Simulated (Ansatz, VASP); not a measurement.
# KMgH3 in VASP and in Ansatz

INCAR

```
PREC = Accurate
ENCUT = 520
EDIFF = 1E-6
ISMEAR = 0
SIGMA = 0.05
LREAL = False
LASPH = True
NELM = 100
ALGO = Normal
ISIF = 2
LWAVE = False
LCHARG = False
GGA = CA
NBANDS = 15
```

The input KPOINTS:

```
regular mesh
0
Gamma
  8 8 8
```

POSCAR

```
KMgH3
1.0
    4.0250000000      0.0000000000      0.0000000000
    0.0000000000      4.0250000000     -0.0201250000
    0.0000000000     -0.0201250000      4.0250000000
K Mg H
1 1 3
Direct
    0.0000000000      0.0000000000      0.0000000000
    0.5000000000      0.5000000000      0.5000000000
    0.0000000000      0.5000000000      0.5000000000
    0.5000000000      0.0000000000      0.5000000000
    0.5000000000      0.5000000000      0.0000000000
```

Input for Ansatz:

```yaml
crystal:
  lattice:
    - [4.025, 0.0, 0.0]
    - [0.0, 4.025, -0.020125]
    - [0.0, -0.020125, 4.025]
  atoms:
    - { symbol: K, position: [0.0, 0.0, 0.0] }
    - { symbol: Mg, position: [0.5, 0.5, 0.5] }
    - { symbol: H, position: [0.0, 0.5, 0.5] }
    - { symbol: H, position: [0.5, 0.0, 0.5] }
    - { symbol: H, position: [0.5, 0.5, 0.0] }
basis:
  ecutwfc: 420
kpoints:
  mp_grid: { grid: [8, 8, 8] }
hamiltonian:
  xc: lda
scf:
  occupations: { method: gaussian, width: 0.05 }
output:
  forces: true
  stress: true
  eigenvalues: true
```

Change from the starting cell: strain -0.0100 x Voigt [0, 0, 0, 1, 0, 0], atoms carried along.

Alike in both runs: task single point; functional LDA; k mesh 8 × 8 × 8; occupations gaussian, width 0.05 eV; no spin polarisation.

|  | VASP | Ansatz |
| --- | --- | --- |
| version | VASP 6.6.1 | Ansatz 0.2.0 |
| potentials or method | VASP PAW LDA potentials, release 64 (K_sv, Mg, H), cutoff 520 eV | scalar-relativistic, plane waves, PAW |
| valence electrons in the cell | 14 | 22 |

|  | VASP | Ansatz | Ansatz less VASP |
| --- | --- | --- | --- |
| gap on the k mesh at the Fermi level (eV) | 2.05 | 2.06 | +0.003 |
| least direct gap on the mesh (eV) | 4.19 | 4.18 | -0.002 |
| pressure (GPa) | -3.2 | -2.9 | +0.26 |
| traceless stress, the component that is largest in VASP (GPa) | 0.36 | 0.36 | -0.005 |

LDA's correlation is that of Perdew and Zunger in VASP and of Perdew and Wang (1992) in Ansatz. VASP's potentials hold 14 valence electrons a cell and Ansatz's 22, so a difference there can come from the potentials and not from the codes.
